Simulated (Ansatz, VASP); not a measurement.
## SiO2 in VASP and in Ansatz

File INCAR:

```
SYSTEM = SiO2
PREC     = Accurate       ! precision mode
ENCUT    = 520            ! plane-wave cutoff, eV
EDIFF    = 1E-7           ! SCF threshold, eV
ISMEAR   = -1             ! smearing method
SIGMA    = 0.02           ! smearing width, eV
LREAL    = .FALSE.        ! projectors in reciprocal space
LASPH    = .TRUE.         ! aspherical terms in the spheres
NELM     = 100            ! most SCF steps
ALGO     = Normal         ! electronic algorithm
ISIF     = 2              ! what is computed and relaxed
LWAVE    = .FALSE.        ! write WAVECAR
LCHARG   = .FALSE.        ! write CHGCAR
GGA      = PE             ! functional
IBRION   = 2              ! ionic algorithm
NSW      = 80             ! ionic steps
EDIFFG   = -0.02          ! ionic threshold
```

KPOINTS

```
regular mesh
0
G
  5 5 4
  0 0 0
```

Contents of POSCAR:

```
SiO2
1.0
    4.5990000000      0.0000000000      0.0000000000
    0.0000000000      4.5990000000      0.0000000000
    0.0000000000      0.0000000000      6.1300000000
Si O
4 8
Direct
    0.3396000000      0.3396000000      0.0000000000
    0.1604000000      0.8396000000      0.2500000000
    0.6604000000      0.6604000000      0.5000000000
    0.8396000000      0.1604000000      0.7500000000
    0.2238000000      0.1800000000      0.2164000000
    0.3200000000      0.7238000000      0.4664000000
    0.7762000000      0.8200000000      0.7164000000
    0.6800000000      0.2762000000      0.9664000000
    0.7238000000      0.3200000000      0.5336000000
    0.8200000000      0.7762000000      0.2836000000
    0.2762000000      0.6800000000      0.0336000000
    0.1800000000      0.2238000000      0.7836000000
```

Input for Ansatz:

```yaml
crystal:
  lattice:
    - [4.599, 0.0, 0.0]
    - [0.0, 4.599, 0.0]
    - [0.0, 0.0, 6.13]
  atoms:
    - { symbol: Si, position: [0.3396, 0.3396, 0.0] }
    - { symbol: Si, position: [0.1604, 0.8396, 0.25] }
    - { symbol: Si, position: [0.6604, 0.6604, 0.5] }
    - { symbol: Si, position: [0.8396, 0.1604, 0.75] }
    - { symbol: O, position: [0.2238, 0.18, 0.2164] }
    - { symbol: O, position: [0.32, 0.7238, 0.4664] }
    - { symbol: O, position: [0.7762, 0.82, 0.7164] }
    - { symbol: O, position: [0.68, 0.2762, 0.9664] }
    - { symbol: O, position: [0.7238, 0.32, 0.5336] }
    - { symbol: O, position: [0.82, 0.7762, 0.2836] }
    - { symbol: O, position: [0.2762, 0.68, 0.0336] }
    - { symbol: O, position: [0.18, 0.2238, 0.7836] }
kpoints:
  mp_grid: { grid: [5, 5, 4] }
scf:
  occupations: { method: fermi_dirac, width: 0.02 }
hamiltonian:
  xc: pbe
  pseudopotentials: { kind: paw, frozen_core: stored }
output:
  forces: true
  stress: true
  populations: true
  efg: { quadrupole_moments_barn: { O: -0.02558 } }
relax:
  f_tol: 0.02
  max_steps: 60
```

Alike in both runs: task relaxation of the atoms; functional PBE; k mesh 5 × 5 × 4; occupations fermi-dirac, width 0.02 eV; no spin polarisation.

|  | VASP | Ansatz |
| --- | --- | --- |
| version | VASP 6.6.1 | Ansatz 0.2.0 |
| potentials or method | VASP PAW PBE potentials, release 64 (Si, O) | plane-wave PAW, scalar-relativistic |
| plane-wave cutoff (eV) | 520 | 420 |
| valence electrons in the cell | 64 | 64 |

|  | VASP | Ansatz | Ansatz less VASP |
| --- | --- | --- | --- |
| gap on the k mesh at the Fermi level, each at its own relaxed structure (eV) | 5.91 | 5.92 | +0.016 |

Ansatz's warnings: stress scf threshold loose.
